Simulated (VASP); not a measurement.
Here is a VASP 6.6.1 calculation.

File INCAR:

```
SYSTEM = TiN
ALGO = Normal ; EDIFF = 1E-8
ENCUT = 520 ; GGA = CA
IBRION = 8 ; ISIF = 2
ISMEAR = -1 ; LASPH = .True.
LCHARG = .False. ; LREAL = .False.
LWAVE = .False. ; NBANDS = 16
NELM = 60 ; NSW = 1
PREC = Accurate ; SIGMA = 0.15
```

File KPOINTS:

```
k-points
0
Gamma
  18 18 18
  0 0 0
```

POSCAR

```
TiN
1.0
    0.0000000000      2.0864455354      2.0864455354
    2.0864455354      0.0000000000      2.0864455354
    2.0864455354      2.0864455354      0.0000000000
Ti N
1 1
Direct
    0.0000000000      0.0000000000      0.0000000000
    0.5000000000      0.5000000000      0.5000000000
```

Potentials or basis: VASP PAW LDA potentials, release 64 (Ti_sv, N).

The run is started by

```sh
$ cat potpaw_LDA.64/Ti_sv/POTCAR potpaw_LDA.64/N/POTCAR > POTCAR
$ mpirun -np 1 vasp_std > vasp.out
```

(1) What does it give for the highest phonon frequency at Γ, LO-TO splitting left out?

Answers

(1) 552 cm⁻¹.

Caveat: the cell wasn't relaxed at this level first, which shifts response properties.
